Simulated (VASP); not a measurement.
Crystal: NaHfO.

```
CELL_PARAMETERS angstrom
4.37107 0.00000 0.00000
0.00000 4.37107 0.00000
0.00000 0.00000 5.60350
ATOMIC_POSITIONS crystal
Na 0.50000 0.50000 0.73859
Na 0.50000 0.50000 0.26141
Hf 0.50000 0.00000 0.50000
Hf 0.00000 0.50000 0.50000
O 0.50000 0.00000 0.00000
O 0.00000 0.50000 0.00000
```

The cell was generated, and may not be a known phase.

| Item | Value |
| --- | --- |
| Program | VASP 6.6.1 |
| Task | relaxation of cell and atoms |
| Functional | PBE |
| Potentials or basis | VASP PAW PBE potentials, release 64 (Na_pv, Hf_pv, O) |
| Cutoff | 600 eV |
| k mesh | 4 × 4 × 4 |
| Occupations | gaussian, width 0.1 eV |
| Spin | no spin polarisation |

At the start: pressure 4.1 GPa; volume 17.84 Å³/atom.

How do energy, volume and symmetry change on relaxing?

Over 17 steps the energy falls by 1492.2 meV/atom and the volume is 20.49 Å³/atom (+14.8 %); space group P4/mmm (No. 123, to 0.1 Å) before and after.

Step by step:
```tsv
step	energy change (eV)	largest force (eV/Å)	pressure (GPa)	volume (Å³)
1	0.0000	6.5119	4.10	107.06
2	-7.1181	0.7584	-5.41	111.92
3	-7.5599	6.0714	-1.22	112.47
4	-7.6805	1.9209	-4.09	112.31
5	-7.7136	2.7276	-3.56	112.36
6	-8.3070	3.2125	11.93	105.84
7	-8.4612	3.1714	5.83	107.76
8	-8.6608	2.2075	4.24	114.50
9	-8.7921	0.5377	4.26	111.54
10	-8.9032	0.2166	-0.38	119.13
11	-8.9038	0.1870	-0.80	119.89
12	-8.9405	0.6126	0.34	122.54
13	-8.9439	0.4235	0.05	121.96
14	-8.9523	0.0682	0.32	122.45
15	-8.9525	0.0106	0.37	122.53
16	-8.9527	0.0659	-0.20	123.31
17	-8.9531	0.0316	0.06	122.96
```

Final structure:
```cif
data_structure
_symmetry_space_group_name_H-M 'P 1'
_symmetry_Int_Tables_number 1
_cell_length_a 5.4201
_cell_length_b 5.4201
_cell_length_c 4.1854
_cell_angle_alpha 90.000
_cell_angle_beta 90.000
_cell_angle_gamma 90.000
_cell_volume 122.96
loop_
_atom_site_label
_atom_site_type_symbol
_atom_site_fract_x
_atom_site_fract_y
_atom_site_fract_z
_atom_site_occupancy
Na1 Na 0.50000 0.50000 0.77109 1
Na2 Na 0.50000 0.50000 0.22891 1
Hf1 Hf 0.50000 0.00000 0.50000 1
Hf2 Hf 0.00000 0.50000 0.50000 1
O1 O 0.50000 0.00000 0.00000 1
O2 O 0.00000 0.50000 0.00000 1
```

Caveat: atoms lie so close that the PAW spheres overlap strongly, which falsifies energies and pressures; a cell axis changed by over 15 % at a fixed basis, so the end point is rough.
